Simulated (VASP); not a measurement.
# SiHC (P-6m2) in VASP: a series of runs

Runs on SiHC. Level: PBE. Tasks: single point, relaxation of cell and atoms.

Everything below comes from runs of VASP 6.6.1. Logs are shortened: lines on timing, memory, paths and dates and some standing lists are left out, and cuts for length are marked.

### 1 The cell of the first run

Symmetry: P-6m2, No. 187, hexagonal system. The conventional cell has a = 2.923 Å, b = 2.923 Å, c = 2.812 Å, α = 90.00°, β = 90.00°, γ = 120.00°. Si (site symmetry -6m2) has 6 C at 2.20 Å and 6 H at 2.20 Å and 2 Si at 2.81 Å within 2.9 Å. H (site symmetry -6m2) has 3 C at 1.69 Å and 6 Si at 2.20 Å within 2.2 Å. C (site symmetry -6m2) has 3 H at 1.69 Å and 6 Si at 2.20 Å within 2.2 Å.

### 2 Single point, PBE

File INCAR:

```
PREC = Accurate
ENCUT = 520
EDIFF = 1E-6
ISMEAR = 0
SIGMA = 0.1
LREAL = F
LASPH = T
NELM = 80
ALGO = Normal
ISIF = 2
LWAVE = F
LCHARG = F
GGA = PE
NBANDS = 12
```

File KPOINTS:

```
Automatic mesh
0
Gamma
  6 6 6
```

File POSCAR:

```
SiHC
1.0
    2.9226656257      0.0000000023      0.0000000000
   -1.4613328149      2.5311026775      0.0000000000
    0.0000000000      0.0000000000      2.8115095953
Si H C
1 1 1
Direct
    0.3333333333      0.6666666667      0.0000000000
    0.0000000000      0.0000000000      0.5000000000
    0.6666666667      0.3333333333      0.5000000000
```

Potentials or basis: VASP PAW PBE potentials, release 64 (Si, H, C).

Command:

```
$ cat potpaw_PBE.64/Si/POTCAR potpaw_PBE.64/H/POTCAR potpaw_PBE.64/C/POTCAR > POTCAR
$ mpirun -np 1 vasp_std > vasp.out
```

OUTCAR:

```text
PREC = Accurate
   ENCUT = 520
   EDIFF = 1E-6
   ISMEAR = 0
   LREAL = F
   LASPH = T
   NELM = 80
   ISIF = 2
   GGA = PE

 ion  position               nearest neighbor table
   1  0.333  0.667  0.000-   3 2.20   3 2.20   3 2.20   3 2.20   3 2.20   3 2.20
   2  0.000  0.000  0.500-
   3  0.667  0.333  0.500-   1 2.20   1 2.20   1 2.20   1 2.20   1 2.20   1 2.20

  LATTYP: Found a hexagonal cell.
 ALAT       =     2.9226656257
 C/A-ratio  =     0.9619675855

  Lattice vectors:

 A1 = (   2.9226656257,   0.0000000023,   0.0000000000)
 A2 = (  -1.4613328149,   2.5311026775,   0.0000000000)
 A3 = (   0.0000000000,   0.0000000000,   2.8115095953)

Analysis of symmetry for initial positions (statically):
=====================================================================
 Subroutine PRICEL returns:
 Original cell was already a primitive cell.

 Routine SETGRP: Setting up the symmetry group for a
 hexagonal supercell.

 Subroutine GETGRP returns: Found 12 space group operations
 (whereof 12 operations were pure point group operations)
 out of a pool of 24 trial point group operations.

The static configuration has the point symmetry D_3h.

Analysis of symmetry for dynamics (positions and initial velocities):
=====================================================================
 Subroutine PRICEL returns:
 Original cell was already a primitive cell.

 Routine SETGRP: Setting up the symmetry group for a
 hexagonal supercell.

 Subroutine GETGRP returns: Found 12 space group operations
 (whereof 12 operations were pure point group operations)
 out of a pool of 24 trial point group operations.

The dynamic configuration has the point symmetry D_3h.

 Subroutine INISYM returns: Found 12 space group operations
 (whereof 12 operations are pure point group operations),
 and found     1 'primitive' translations

----------------------------------------------------------------------------------------

                                     Primitive cell

  volume of cell :      20.7983

  direct lattice vectors                    reciprocal lattice vectors
     2.922665626  0.000000002  0.000000000     0.342153406  0.197542362  0.000000000
    -1.461332815  2.531102677  0.000000000    -0.000000000  0.395084723  0.000000000
     0.000000000  0.000000000  2.811509595     0.000000000  0.000000000  0.355680806

  length of vectors
     2.922665626  2.922665626  2.811509595     0.395084723  0.395084723  0.355680806

  position of ions in fractional coordinates (direct lattice)
     0.333333333  0.666666667  0.000000000
     0.000000000  0.000000000  0.500000000
     0.666666667  0.333333333  0.500000000

  ion indices of the primitive-cell ions
   primitive index   ion index
                 1           1
                 2           2
                 3           3

----------------------------------------------------------------------------------------

 KPOINTS: Automatic mesh

Automatic generation of k-mesh.
 Grid dimensions read from file:
 generate k-points for:    6    6    6

 Generating k-lattice:

  Cartesian coordinates                     Fractional coordinates (reciprocal lattice)
     0.057025568  0.032923727  0.000000000     0.166666667 -0.000000000  0.000000000
    -0.000000000  0.065847454  0.000000000    -0.000000000  0.166666667  0.000000000
     0.000000000  0.000000000  0.059280134     0.000000000  0.000000000  0.166666667

  Length of vectors
     0.065847454  0.065847454  0.059280134

  Shift w.r.t. Gamma in fractional coordinates (k-lattice)
     0.000000000  0.000000000  0.000000000

 Subroutine IBZKPT returns following result:
 ===========================================

 Found     28 irreducible k-points:

 Following reciprocal coordinates:
            Coordinates               Weight
  0.000000  0.000000  0.000000      1.000000
  0.166667  0.000000  0.000000      6.000000
  0.333333  0.000000  0.000000      6.000000
  0.500000  0.000000  0.000000      3.000000
  0.166667  0.166667  0.000000      6.000000
  0.333333  0.166667  0.000000     12.000000
[... 16 lines left out ...]
  0.166667  0.000000  0.500000      6.000000
  0.333333  0.000000  0.500000      6.000000
 [... further k-points ...]
   k-points           NKPTS =     28   k-points in BZ     NKDIM =     28   number of bands    NBANDS=     12
   number of dos      NEDOS =    301   number of ions     NIONS =      3
   total plane-waves  NPLWV =  13824
   dimension x,y,z NGX =    24 NGY =   24 NGZ =   24
   dimension x,y,z NGXF=    48 NGYF=   48 NGZF=   48
   ions per type =               1   1   1
   NGX,Y,Z   is equivalent  to a cutoff of  13.65, 13.65, 14.19 a.u.
   NGXF,Y,Z  is equivalent  to a cutoff of  27.30, 27.30, 28.38 a.u.
 SYSTEM =  unknown system
   PREC   = accura    normal or accurate (medium, high low for compatibility)
   ISTART =      0    job   : 0-new  1-cont  2-samecut
   ICHARG =      2    charge: 1-file 2-atom 10-const
   ISPIN  =      1    spin polarized calculation?
   LNONCOLLINEAR =      F non collinear calculations
   LSORBIT =      F    spin-orbit coupling
   LASPH  =      T    aspherical Exc in radial PAW
   ENCUT  =  520.0 eV  38.22 Ry    6.18 a.u.   5.43  5.43  5.23*2*pi/ulx,y,z
   NELM   =     80;   NELMIN=  2; NELMDL= -5     # of ELM steps
   EDIFF  = 0.1E-05   stopping-criterion for ELM
   LREAL  =      F    real-space projection
[... 7 lines left out ...]
   TEBEG  =    0.0;   TEEND  =   0.0 temperature during run
   PSTRESS=    0.0 pullay stress
   NELECT =       9.0000    total number of electrons
   NUPDOWN=      -1.0000    fix difference up-down
   EMIN   =  10.00;   EMAX   =-10.00  energy-range for DOS
   EFERMI =   0.00;   METHOD = LEGACY
   ISMEAR =     0;   SIGMA  =   0.10  broadening in eV -4-tet -1-fermi 0-gaus
   EFERMI_NEDOS =   21; number of points for ismear=-14 and -15
   IALGO  =     38    algorithm
   IMIX   =      4    mixing-type and parameters
     AMIX     =   0.40;   BMIX     =  1.00
     AMIX_MAG =   1.60;   BMIX_MAG =  1.00
  volume/ion in A,a.u.               =       6.93        46.78
  Fermi-wavevector in a.u.,A,eV,Ry     =   1.238263  2.339977 20.861744  1.533295
  Thomas-Fermi vector in A             =   2.372796
   LORBIT       =      0    0 simple, 1 ext, 2 COOP (PROOUT), +10 PAW based schemes
   GGA     = PE    functional components
   LHFCALC =     F    Hartree Fock is set to
   AEXX    =    0.0000 exact exchange contribution
   IVDW    =     0    specifies the selected vdW correction
   LEPSILON=     F    determine dielectric tensor
   LRPA    =     F    only Hartree local field effects (RPA)
 non-spin polarized calculation
 Gauss-broadening in eV      SIGMA  =   0.10
  energy-cutoff  :      520.00
  volume of cell :       20.80
 maximum number of plane-waves:       581
 NGX is ok and might be reduce to    24
   NGX = 11   NGY = 11   NGZ = 11

 number of electron       9.0000000 magnetization

 Free energy of the ion-electron system (eV)
  ---------------------------------------------------
  ext. energy  EPLUGINS =         0.00000000
  ---------------------------------------------------
  free energy    TOTEN  =       -13.79911860 eV

  energy without entropy =      -13.79478110  energy(sigma->0) =      -13.79694985

 E-fermi :  10.6863     XC(G=0): -12.2903

 val. band max:       10.6534713739   @ k =   0.0000   0.0000   0.3333
 cond. band min:      10.7010000287   @ k =   0.3333   0.1667   0.5000
 fundamental gap:      0.0475286548
 Fermi energy:        10.6862595108

 k-point     1 :       0.0000    0.0000    0.0000
  band No.  band energies     occupation
      1      -7.3930      2.00000
      2       7.9681      2.00000
      3       9.6540      2.00000
      4       9.6540      2.00000
      5      11.1996      0.00000
      6      12.9470      0.00000
      7      16.0371      0.00000
      8      16.0371      0.00000
      9      17.0580      0.00000
     10      22.8149      0.00000
     11      26.5651      0.00000
     12      26.5651      0.00000

 k-point     2 :       0.1667    0.0000    0.0000
  band No.  band energies     occupation
      1      -6.8062      2.00000
      2       6.3917      2.00000
      3       8.4036      2.00000
      4       8.7556      2.00000
      5      11.2898      0.00000
      6      12.4202      0.00000
      7      16.7841      0.00000
      8      17.6548      0.00000
      9      20.9321      0.00000
     10      21.2587      0.00000
     11      25.4672      0.00000
     12      26.4145      0.00000

 k-point     3 :       0.3333    0.0000    0.0000
  band No.  band energies     occupation
      1      -5.0694      2.00000
      2       1.8403      2.00000
      3       7.5522      2.00000
      4       9.5317      2.00000
      5       9.9667      2.00000
      6      13.6004      0.00000
      7      18.3496      0.00000
      8      18.9851      0.00000
      9      20.1410      0.00000
     10      21.1095      0.00000
     11      26.3143      0.00000
     12      26.8923      0.00000
[... 286 lines left out ...]
 k-point    23 :       0.1667    0.0000    0.5000
  band No.  band energies     occupation
      1      -3.8321      2.00000
      2      -0.8018      2.00000
      3       8.4274      2.00000
      4      10.4728      1.99746
      5      13.2109      0.00000
      6      14.1564      0.00000
      7      16.5887      0.00000
      8      17.2686      0.00000
      9      18.1570      0.00000
     10      22.9245      0.00000
     11      23.5612      0.00000
     12      23.8238      0.00000

 k-point    24 :       0.3333    0.0000    0.5000
  band No.  band energies     occupation
      1      -2.2033      2.00000
      2       0.9240      2.00000
      3       4.3208      2.00000
      4       8.4841      2.00000
      5       9.5015      2.00000
      6      12.5850      0.00000
      7      15.0503      0.00000
      8      15.9453      0.00000
      9      20.8781      0.00000
     10      25.7859      0.00000
     11      26.6767      0.00000
     12      28.4468      0.00000

 [... further k-points ...]
[... 5 lines left out ...]
  --------------------------------------------------------------------------------------
  -------------------------------------------------------------------------------------
  Total        0.0118575      0.0118575      0.0114314     -0.0000000      0.0000000      0.0000000
  in kB        0.9134269      0.9134269      0.8806089     -0.0000000      0.0000000      0.0000000
  external PRESSURE =       0.9024876 kB  Pullay stress =       0.0000000 kB

 VOLUME and BASIS-vectors are now :
 -----------------------------------------------------------------------------
  energy-cutoff  :      520.00
  volume of cell :       20.80
      direct lattice vectors                 reciprocal lattice vectors
     2.922665626  0.000000002  0.000000000     0.342153406  0.197542362  0.000000000
    -1.461332815  2.531102677  0.000000000    -0.000000000  0.395084723  0.000000000
     0.000000000  0.000000000  2.811509595     0.000000000  0.000000000  0.355680806

 POSITION                                       TOTAL-FORCE (eV/Angst)
 -----------------------------------------------------------------------------------
     -0.00000      1.68740      0.00000         0.000000      0.000000      0.000000
      0.00000      0.00000      1.40575        -0.000000      0.000000      0.000000
      1.46133      0.84370      1.40575        -0.000000      0.000000      0.000000
 -----------------------------------------------------------------------------------
    total drift:                               -0.000000      0.000000      0.000000

  FREE ENERGIE OF THE ION-ELECTRON SYSTEM (eV)
  ---------------------------------------------------
  free  energy   TOTEN  =       -13.7991186012 eV

  energy  without entropy=      -13.7947811019  energy(sigma->0) =      -13.79694985
```

Wall time 3.3 s (1 thread of Intel Xeon 6975P-C (Granite Rapids), shared host); peak memory 0.13 GiB.

What came out:

```yaml
Free_energy: -13.7991 eV
Pressure: 0.1 GPa
```

Caveat: the k points lie up to 0.41 Å⁻¹ apart.

### 3 Relaxation of cell and atoms, PBE

This run uses another cell than the first one, of 12.23 Å³/atom, 1.764 times its volume.

File INCAR:

```
PREC = Accurate ; ENCUT = 600
EDIFF = 1E-6 ; ISMEAR = 0
SIGMA = 0.1 ; LREAL = F
LASPH = T ; NELM = 100
ALGO = Normal ; ISIF = 3
LWAVE = F ; LCHARG = F
GGA = PE ; IBRION = 2
NSW = 90 ; EDIFFG = -0.04
```

KPOINTS is that of step 2.

File POSCAR:

```
SiHC
1.0
    3.6439270100      0.0000000000      0.0000000000
   -1.8219635100      3.1557333600      0.0000000000
    0.0000000000      0.0000000000      3.1906017500
Si H C
1 1 1
Direct
    0.3333333300      0.6666666700      0.0000000000
    0.0000000000      0.0000000000      0.5000000000
    0.6666666700      0.3333333300      0.5000000000
```

Potentials or basis: VASP PAW PBE potentials, release 64 (Si, H, C).

Command:

```
$ cat potpaw_PBE.64/Si/POTCAR potpaw_PBE.64/H/POTCAR potpaw_PBE.64/C/POTCAR > POTCAR
$ mpirun -np 1 vasp_std > vasp.out
```

It took 31 s on 1 thread of Intel Xeon 6975P-C (Granite Rapids), shared host; peak memory 0.17 GiB.

Results (log left out):

```
Free energy                            : -13.8089 eV
Relaxed volume                         : 6.96 Å³/atom
Relaxed cell                           : a = 2.927 Å, b = 2.927 Å, c = 2.812 Å, α = 90.00°, β = 90.00°, γ = 120.00°
Space group after relaxing (to 0.05 Å) : P-6m2 (No. 187)
Energy gained by relaxing              : 725.2 meV/atom
Ionic steps                            : 9
Pressure after relaxing                : -0.5 GPa
```

Stress tensor (GPa, compression positive):
```
-0.79  0.00  0.00
 0.00 -0.79  0.00
 0.00  0.00  0.17
```

Step by step:
```tsv
step	energy change (eV)	largest force (eV/Å)	pressure (GPa)	volume (Å³)
1	0.0000	0.0000	-25.86	36.69
2	-1.5069	0.0000	-22.35	27.17
3	-2.0467	0.0000	-4.14	21.81
4	-2.0567	0.0000	3.30	20.79
5	-2.0587	0.0000	0.76	21.11
6	-2.1703	0.0000	2.91	20.45
7	-2.1739	0.0000	2.23	20.53
8	-2.1740	0.0000	2.10	20.55
9	-2.1757	0.0000	-0.47	20.87
```

Final structure:
```yaml
crystal:
  lattice:
    - [2.92741, 0.00000, 0.00000]
    - [-1.46371, 2.53521, 0.00000]
    - [0.00000, 0.00000, 2.81237]
  atoms:
    - { symbol: Si, position: [0.33333, 0.66667, 0.00000] }
    - { symbol: H, position: [0.00000, 0.00000, 0.50000] }
    - { symbol: C, position: [0.66667, 0.33333, 0.50000] }
```

Levels at points of the mesh, in eV from the Fermi level:
```csv
k point,band 1,band 2,band 3,band 4,band 5,band 6,band 7,band 8
"(0.00, 0.00, 0.00)",-18.03,-2.69,-1.04,-1.04,0.53,2.23,5.32,5.32
"(0.50, 0.00, 0.00)",-13.40,-12.16,-3.59,-1.29,-0.31,4.84,6.09,6.14
"(0.00, 0.00, 0.50)",-15.03,-12.04,0.41,0.41,3.81,6.19,7.35,7.52
"(0.50, 0.00, 0.50)",-10.75,-9.38,-7.83,-5.15,-1.58,1.33,3.82,4.74
```

Caveat: the volume moved by over 15 % at a fixed basis, so the end points are rough.
